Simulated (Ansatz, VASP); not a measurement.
**TiN: VASP beside Ansatz**

```xyz
2
Lattice="0.0000 2.1220 2.1220 2.1220 0.0000 2.1220 2.1220 2.1220 0.0000" Properties=species:S:1:pos:R:3 pbc="T T T"
Ti    0.0000    0.0000    0.0000
N     2.1220    2.1220    2.1220
```

Alike in both runs: task electric field gradients; functional PBE; k mesh 13 × 13 × 13; occupations fermi-dirac, width 0.05 eV; non-collinear spin, spin-orbit coupling.

|  | VASP | Ansatz |
| --- | --- | --- |
| version | VASP 6.6.1 | Ansatz 0.2.0 |
| potentials or method | VASP PAW PBE potentials, release 64 (Ti_sv, N) | PAW with Ansatz's default frozen-core files, fully relativistic files with spin-orbit coupling |
| plane-wave cutoff (eV) | 520 | 420 |
| valence electrons in the cell | 17 | 17 |

Ansatz gave:

| Quantity | Value |
| --- | --- |
| pressure (GPa) | 0.6 |

Task: What did VASP give for the same quantities?

Result: Pressure (GPa): 1.0.
